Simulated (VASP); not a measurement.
Runs of VASP 6.6.1 on WC. The structure is that of space group P-6m2 (No. 187), or close to it. The cells are those of the table. 

```tsv
level	cell	smearing	gap on the mesh (eV)	pressure (GPa)
RPBE	a = 2.934, b = 2.934, c = 2.855 Å, angles 90.0, 90.0, 120.0°, 2 atoms	gaussian 0.05 eV	none	0.9
PBE	a = 2.901, b = 2.901, c = 2.828 Å, angles 90.0, 90.0, 120.0°, 2 atoms	fermi-dirac 0.05 eV	none	(a)
RPBE	a = 2.913, b = 2.913, c = 2.839 Å, angles 90.0, 90.0, 120.0°, 2 atoms	gaussian 0.05 eV	none	8.8
PBEsol	a = 2.941, b = 2.941, c = 2.857 Å, angles 90.0, 90.0, 120.0°, 2 atoms	gaussian 0.05 eV	none	-13.7
revPBE+D4	a = 2.938, b = 2.938, c = 2.859 Å, angles 90.0, 90.0, 120.0°, 2 atoms	gaussian 0.05 eV	none	-13.7
PBEsol	a = 2.921, b = 2.921, c = 2.841 Å, angles 90.0, 90.0, 120.0°, 2 atoms	gaussian 0.05 eV	none	(b)
revPBE+D3(BJ)	a = 2.914, b = 2.914, c = 2.841 Å, angles 90.0, 90.0, 120.0°, 2 atoms	gaussian 0.05 eV	none	-6.7
```

Alike in all rows: task single point; potentials or basis VASP PAW PBE potentials, release 64 (W_sv, C); no spin polarisation; k mesh 10 × 10 × 8; cutoff (eV) 600.

Task: Estimate the missing entries.

Result: (a) 9.5; (b) -6.6.

Caveats: spin-orbit coupling is left out, which moves the levels of the heavy elements; the PAW data sets were made with another functional, which shifts forces and pressure a little (some runs); pairwise dispersion overbinds metals, which lowers pressure and volume (some runs).

A k mesh can miss the band edges, and the runs leave out spin-orbit coupling on W.

A gap of «none» marks levels without a gap at the run's occupations.
